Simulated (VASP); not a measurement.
Here is a VASP 6.6.1 calculation.

The input INCAR:

```
SYSTEM = Ba
PREC = Accurate
ENCUT = 500
EDIFF = 1E-7
ISMEAR = -1
SIGMA = 0.05
LREAL = .False.
LASPH = .True.
NELM = 120
ALGO = Normal
ISIF = 3
LWAVE = .False.
LCHARG = .False.
IBRION = 2
NSW = 60
EDIFFG = -0.005
GGA_COMPAT = .False.
NELMIN = 4
```

Contents of KPOINTS:

```
Automatic mesh
0
Gamma
  12 12 12
  0 0 0
```

Contents of POSCAR:

```
Ba
1.0
    0.0000000000      2.9972753039      2.9972753039
    2.9972753039      0.0000000000      2.9972753039
    2.9972753039      2.9972753039      0.0000000000
Ba
1
Direct
    0.0000000000      0.0000000000      0.0000000000
```

Potentials or basis: VASP PAW LDA potentials, release 64 (Ba_sv).

The run is started by

```sh
$ cat potpaw_LDA.64/Ba_sv/POTCAR > POTCAR
$ mpirun -np 1 vasp_std > vasp.out
```

What does it give for the relaxed volume?

53.91 Å³/atom.

Predict the band gap on the k mesh.

zero (bands 5 and 6 overlap by 0.53 eV).

Final structure:
```yaml
crystal:
  lattice:
    - [0.00000, 2.99837, 2.99837]
    - [2.99837, 0.00000, 2.99837]
    - [2.99837, 2.99837, 0.00000]
  atoms:
    - { symbol: Ba, position: [0.00000, 0.00000, 0.00000] }
```

Caveat: spin-orbit coupling is left out, which moves the levels of the heavy elements.
